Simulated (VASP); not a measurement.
# KF in VASP: settings compared

KF is run at these levels: PBE, r2SCAN; tasks: single point.

Program: VASP 6.6.1. These are calculated values, not measurements. Logs are shortened: lines on timing, memory, paths and dates and some standing lists are left out, and cuts for length are marked.

### 1 The cell of the first run

It takes space group R-3m (No. 166, trigonal). Conventional cell: a = 4.496 Å, b = 4.496 Å, c = 5.547 Å, α = 90.00°, β = 90.00°, γ = 120.00°. Within 3.6 Å of K (site symmetry -3m) lie 8 F at 2.76 to 2.77 Å and 6 K at 3.19 Å. F (site symmetry -3m) has 8 K at 2.76 to 2.77 Å and 6 F at 3.19 Å within 3.6 Å.

### 2 Single point, PBE (strain along [111] +0.8%)

INCAR

```
PREC = Accurate ; ENCUT = 520
EDIFF = 1E-6 ; ISMEAR = -1
SIGMA = 0.02 ; LREAL = False
LASPH = True ; NELM = 80
ALGO = Normal ; ISIF = 2
LWAVE = False ; LCHARG = False
GGA = PE ; NBANDS = 15
```

KPOINTS

```
regular mesh
0
Gamma
  8 8 8
```

POSCAR

```
KF
1.0
    3.1868179191      0.0079471769      0.0079471769
    0.0079471769      3.1868179191      0.0079471769
    0.0079471769      0.0079471769      3.1868179191
K F
1 1
Direct
    0.0000000000      0.0000000000      0.0000000000
    0.5000000000      0.5000000000      0.5000000000
```

Potentials or basis: VASP PAW PBE potentials, release 64 (K_sv, F).

On the command line:

```bash
$ cat potpaw_PBE.64/K_sv/POTCAR potpaw_PBE.64/F/POTCAR > POTCAR
$ mpirun -np 1 vasp_std > vasp.out
```

OUTCAR:

```text
PREC = Accurate
   ENCUT = 520
   EDIFF = 1E-6
   ISMEAR = -1
   LREAL = False
   LASPH = True
   NELM = 80
   ISIF = 2
   GGA = PE

 ion  position               nearest neighbor table
   1  0.000  0.000  0.000-   2 2.76   2 2.76   2 2.76   2 2.76   2 2.76   2 2.76   2 2.77   2 2.77

   2  0.500  0.500  0.500-   1 2.76   1 2.76   1 2.76   1 2.76   1 2.76   1 2.76   1 2.77   1 2.77

  LATTYP: Found a trigonal (rhomboedric) cell.
 ALAT       =     3.1868377374
 COS(alpha) =     0.0049936880

  Lattice vectors:

 A1 = (   3.1868179191,   0.0079471769,   0.0079471769)
 A2 = (   0.0079471769,   3.1868179191,   0.0079471769)
 A3 = (   0.0079471769,   0.0079471769,   3.1868179191)

Analysis of symmetry for initial positions (statically):
=====================================================================
 Subroutine PRICEL returns:
 Original cell was already a primitive cell.

 Routine SETGRP: Setting up the symmetry group for a
 trigonal (rhombohedral) supercell.

 Subroutine GETGRP returns: Found 12 space group operations
 (whereof 12 operations were pure point group operations)
 out of a pool of 12 trial point group operations.

The static configuration has the point symmetry D_3d.

Analysis of symmetry for dynamics (positions and initial velocities):
=====================================================================
 Subroutine PRICEL returns:
 Original cell was already a primitive cell.

 Routine SETGRP: Setting up the symmetry group for a
 trigonal (rhombohedral) supercell.

 Subroutine GETGRP returns: Found 12 space group operations
 (whereof 12 operations were pure point group operations)
 out of a pool of 12 trial point group operations.

The dynamic configuration has the point symmetry D_3d.

 Subroutine INISYM returns: Found 12 space group operations
 (whereof 12 operations are pure point group operations),
 and found     1 'primitive' translations

----------------------------------------------------------------------------------------

                                     Primitive cell

  volume of cell :      32.3641

  direct lattice vectors                    reciprocal lattice vectors
     3.186817919  0.007947177  0.007947177     0.313796531 -0.000780588 -0.000780588
     0.007947177  3.186817919  0.007947177    -0.000780588  0.313796531 -0.000780588
     0.007947177  0.007947177  3.186817919    -0.000780588 -0.000780588  0.313796531

  length of vectors
     3.186837737  3.186837737  3.186837737     0.313798472  0.313798472  0.313798472

  position of ions in fractional coordinates (direct lattice)
     0.000000000  0.000000000  0.000000000
     0.500000000  0.500000000  0.500000000

  ion indices of the primitive-cell ions
   primitive index   ion index
                 1           1
                 2           2

----------------------------------------------------------------------------------------

 KPOINTS: regular mesh

Automatic generation of k-mesh.
 Grid dimensions read from file:
 generate k-points for:    8    8    8

 Generating k-lattice:

  Cartesian coordinates                     Fractional coordinates (reciprocal lattice)
     0.039224566 -0.000097574 -0.000097574     0.125000000  0.000000000  0.000000000
    -0.000097574  0.039224566 -0.000097574     0.000000000  0.125000000  0.000000000
    -0.000097574 -0.000097574  0.039224566     0.000000000  0.000000000  0.125000000

  Length of vectors
     0.039224809  0.039224809  0.039224809

  Shift w.r.t. Gamma in fractional coordinates (k-lattice)
     0.000000000  0.000000000  0.000000000

 Subroutine IBZKPT returns following result:
 ===========================================

 Found     65 irreducible k-points:

 Following reciprocal coordinates:
            Coordinates               Weight
  0.000000  0.000000  0.000000      1.000000
  0.125000  0.000000  0.000000      6.000000
  0.250000  0.000000  0.000000      6.000000
  0.375000  0.000000  0.000000      6.000000
  0.500000  0.000000  0.000000      3.000000
  0.125000  0.125000  0.000000      6.000000
[... 16 lines left out ...]
  0.250000  0.125000  0.125000      6.000000
  0.375000  0.125000  0.125000      6.000000
 [... further k-points ...]
   k-points           NKPTS =     65   k-points in BZ     NKDIM =     65   number of bands    NBANDS=     15
   number of dos      NEDOS =    301   number of ions     NIONS =      2
   total plane-waves  NPLWV =  13824
   dimension x,y,z NGX =    24 NGY =   24 NGZ =   24
   dimension x,y,z NGXF=    48 NGYF=   48 NGZF=   48
   ions per type =               1   1
   NGX,Y,Z   is equivalent  to a cutoff of  12.52, 12.52, 12.52 a.u.
   NGXF,Y,Z  is equivalent  to a cutoff of  25.04, 25.04, 25.04 a.u.
 SYSTEM =  unknown system
   PREC   = accura    normal or accurate (medium, high low for compatibility)
   ISTART =      0    job   : 0-new  1-cont  2-samecut
   ICHARG =      2    charge: 1-file 2-atom 10-const
   ISPIN  =      1    spin polarized calculation?
   LNONCOLLINEAR =      F non collinear calculations
   LSORBIT =      F    spin-orbit coupling
   LASPH  =      T    aspherical Exc in radial PAW
   ENCUT  =  520.0 eV  38.22 Ry    6.18 a.u.   5.93  5.93  5.93*2*pi/ulx,y,z
   NELM   =     80;   NELMIN=  2; NELMDL= -5     # of ELM steps
   EDIFF  = 0.1E-05   stopping-criterion for ELM
   LREAL  =      F    real-space projection
   EDIFFG = 0.1E-04   stopping-criterion for IOM
   NSW    =      0    number of steps for IOM
   IBRION =     -1    ionic relax: 0-MD 1-quasi-New 2-CG
   NFREE  =      0    steps in history (QN), initial steepest desc. (CG)
   ISIF   =      2    stress and relaxation
   ISYM   =      2    0-nonsym 1-usesym 2-fastsym
   POTIM  = 0.5000    time-step for ionic-motion
   TEBEG  =    0.0;   TEEND  =   0.0 temperature during run
   PSTRESS=    0.0 pullay stress
   NELECT =      16.0000    total number of electrons
   NUPDOWN=      -1.0000    fix difference up-down
   EMIN   =  10.00;   EMAX   =-10.00  energy-range for DOS
   EFERMI =   0.00;   METHOD = LEGACY
   ISMEAR =    -1;   SIGMA  =   0.02  broadening in eV -4-tet -1-fermi 0-gaus
   EFERMI_NEDOS =   21; number of points for ismear=-14 and -15
   IALGO  =     38    algorithm
   IMIX   =      4    mixing-type and parameters
     AMIX     =   0.40;   BMIX     =  1.00
     AMIX_MAG =   1.60;   BMIX_MAG =  1.00
  volume/ion in A,a.u.               =      16.18       109.20
  Fermi-wavevector in a.u.,A,eV,Ry     =   1.294475  2.446203 22.798807  1.675665
  Thomas-Fermi vector in A             =   2.426055
   LORBIT       =      0    0 simple, 1 ext, 2 COOP (PROOUT), +10 PAW based schemes
   GGA     = PE    functional components
   LHFCALC =     F    Hartree Fock is set to
   AEXX    =    0.0000 exact exchange contribution
   IVDW    =     0    specifies the selected vdW correction
   LEPSILON=     F    determine dielectric tensor
   LRPA    =     F    only Hartree local field effects (RPA)
 non-spin polarized calculation
  energy-cutoff  :      520.00
  volume of cell :       32.36
 maximum number of plane-waves:       912
   NGX = 11   NGY = 11   NGZ = 11

 number of electron      15.9999985 magnetization

 Free energy of the ion-electron system (eV)
  ---------------------------------------------------
  ext. energy  EPLUGINS =         0.00000000
  ---------------------------------------------------
  free energy    TOTEN  =        -8.07285102 eV

  energy without entropy =       -8.07285102  energy(sigma->0) =       -8.07285102

 E-fermi :  -1.3011     XC(G=0):  -9.3542

 val. band max:       -1.8180560873   @ k =   0.5000   0.5000   0.0000
 cond. band min:       4.9213819689   @ k =   0.0000   0.0000   0.0000
 fundamental gap:      6.7394380562
 Fermi energy:        -1.3011089421

 k-point     1 :       0.0000    0.0000    0.0000
  band No.  band energies     occupation
      1     -28.6921      2.00000
      2     -20.7765      2.00000
      3     -11.6363      2.00000
      4     -11.6363      2.00000
      5     -11.6322      2.00000
      6      -1.8577      2.00000
      7      -1.8572      2.00000
      8      -1.8572      2.00000
      9       4.9214      0.00000
     10       6.5488      0.00000
     11       6.5488      0.00000
     12      12.4128      0.00000
     13      12.4128      0.00000
     14      12.4308      0.00000
     15      19.9976      0.00000

 k-point     2 :       0.1250    0.0000    0.0000
  band No.  band energies     occupation
      1     -28.6688      2.00000
      2     -20.7835      2.00000
      3     -11.7578      2.00000
      4     -11.6165      2.00000
      5     -11.6141      2.00000
      6      -2.0790      2.00000
      7      -1.8782      2.00000
      8      -1.8766      2.00000
      9       5.3571      0.00000
     10       6.6758      0.00000
     11       6.9427      0.00000
     12      12.1439      0.00000
     13      12.1468      0.00000
     14      12.4704      0.00000
     15      18.8235      0.00000

 k-point     3 :       0.2500    0.0000    0.0000
  band No.  band energies     occupation
      1     -28.6119      2.00000
      2     -20.8019      2.00000
      3     -12.0393      2.00000
      4     -11.5683      2.00000
      5     -11.5666      2.00000
      6      -2.5557      2.00000
      7      -1.9306      2.00000
      8      -1.9243      2.00000
      9       6.4033      0.00000
     10       7.0141      0.00000
     11       7.9736      0.00000
     12      11.5775      0.00000
     13      11.5914      0.00000
     14      12.5985      0.00000
     15      17.2631      0.00000
[... 343 lines left out ...]
 k-point    23 :       0.2500    0.1250    0.1250
  band No.  band energies     occupation
      1     -28.5706      2.00000
      2     -20.7853      2.00000
      3     -12.0442      2.00000
      4     -11.7016      2.00000
      5     -11.6853      2.00000
      6      -2.4948      2.00000
      7      -2.0598      2.00000
      8      -2.0179      2.00000
      9       6.9243      0.00000
     10       7.5849      0.00000
     11       8.2836      0.00000
     12      11.0671      0.00000
     13      11.1821      0.00000
     14      11.8202      0.00000
     15      17.7580      0.00000

 k-point    24 :       0.3750    0.1250    0.1250
  band No.  band energies     occupation
      1     -28.5153      2.00000
      2     -20.7888      2.00000
      3     -12.3247      2.00000
      4     -11.6770      2.00000
      5     -11.6466      2.00000
      6      -2.8142      2.00000
      7      -2.1275      2.00000
      8      -1.9869      2.00000
      9       7.8215      0.00000
     10       7.9236      0.00000
     11       8.9550      0.00000
     12      10.5266      0.00000
     13      11.3376      0.00000
     14      11.8107      0.00000
     15      16.3480      0.00000

 [... further k-points ...]
[... 5 lines left out ...]
  --------------------------------------------------------------------------------------
  -------------------------------------------------------------------------------------
  Total        0.5348009      0.5348009      0.5348009     -0.0106134     -0.0106134     -0.0106134
  in kB       26.4751891     26.4751891     26.4751891     -0.5254135     -0.5254135     -0.5254135
  external PRESSURE =      26.4751891 kB  Pullay stress =       0.0000000 kB

 VOLUME and BASIS-vectors are now :
 -----------------------------------------------------------------------------
  energy-cutoff  :      520.00
  volume of cell :       32.36
      direct lattice vectors                 reciprocal lattice vectors
     3.186817919  0.007947177  0.007947177     0.313796531 -0.000780588 -0.000780588
     0.007947177  3.186817919  0.007947177    -0.000780588  0.313796531 -0.000780588
     0.007947177  0.007947177  3.186817919    -0.000780588 -0.000780588  0.313796531

 POSITION                                       TOTAL-FORCE (eV/Angst)
 -----------------------------------------------------------------------------------
      0.00000      0.00000      0.00000         0.000000     -0.000000      0.000000
      1.60136      1.60136      1.60136        -0.000000      0.000000      0.000000
 -----------------------------------------------------------------------------------
    total drift:                                0.000000      0.000000     -0.000000

  FREE ENERGIE OF THE ION-ELECTRON SYSTEM (eV)
  ---------------------------------------------------
  free  energy   TOTEN  =        -8.0728510232 eV

  energy  without entropy=       -8.0728510232  energy(sigma->0) =       -8.07285102
```

Run time: 16 s. Hardware: 1 thread of Intel Xeon Platinum 8259CL at 2.50GHz (Skylake/Cascade Lake), shared host; peak memory 0.15 GiB.

Results:

```yaml
Free_energy: -8.0729 eV
Pressure: 2.6 GPa
Band_gap_on_the_k_mesh: 6.74 eV, indirect (least direct gap 6.78 eV)
```

Stress tensor (GPa, compression positive):
```
 2.65 -0.05 -0.05
-0.05  2.65 -0.05
-0.05 -0.05  2.65
```

Caveat: the cell differs from its parent crystal (strain along [111] +0.8%). A k mesh can miss the band edges.

[end of part 1 of 2]
